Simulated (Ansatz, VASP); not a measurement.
**As: VASP beside Ansatz**

INCAR

```
ALGO = Normal
EDIFF = 1E-7
ENCUT = 520
GGA = PE
ISIF = 2
ISMEAR = -1
LASPH = T
LCHARG = F
LREAL = F
LWAVE = F
NBANDS = 12
NELM = 80
PREC = Accurate
SIGMA = 0.05
```

Contents of KPOINTS:

```
k-points
0
Gamma
  13 13 13
```

Contents of POSCAR:

```
As
1.0
    1.8417028838      1.0633076557      3.4152171905
   -1.8417028838      1.0633076557      3.4152171905
    0.0000000000     -2.1266153114      3.4152171905
As
2
Direct
    0.2275400000      0.2275400000      0.2275400000
    0.7724600000      0.7724600000      0.7724600000
```

Input for Ansatz:

```yaml
crystal:
  lattice:
    - [1.8417028838, 1.0633076557, 3.4152171905]
    - [-1.8417028838, 1.0633076557, 3.4152171905]
    - [0.0, -2.1266153114, 3.4152171905]
  atoms:
    - { symbol: As, position: [0.22754, 0.22754, 0.22754] }
    - { symbol: As, position: [0.77246, 0.77246, 0.77246] }
kpoints:
  mp_grid: { grid: [13, 13, 13] }
scf:
  occupations: { method: fermi_dirac, width: 0.05 }
hamiltonian:
  xc: pbe
  pseudopotentials: { kind: all_electron, lapw: { basis_error: 0.001 } }
output:
  forces: true
  stress: true
  eigenvalues: true
```

Change from the starting cell: volume scaled by 0.9405.

Alike in both runs: task single point; functional PBE; k mesh 13 × 13 × 13; occupations fermi-dirac, width 0.05 eV; no spin polarisation.

```csv
,VASP,Ansatz
version,VASP 6.6.1,Ansatz 0.2.0
potentials or method,"VASP PAW PBE potentials, release 64 (As), cutoff 520 eV","all-electron LAPW, scalar-relativistic"
```

|  | VASP | Ansatz | Ansatz less VASP |
| --- | --- | --- | --- |
| pressure (GPa) | 9.9 | 9.4 | -0.44 |
| traceless stress, the component that is largest in VASP (GPa) | -1.98 | -1.84 | +0.138 |
| rms of the force components (eV/Å) | 0.433 | 0.389 | -0.0440 |

Atom by atom the forces differ by 0.044 eV/Å (rms over components). Ansatz ran all-electron here, and VASP with PAW potentials.
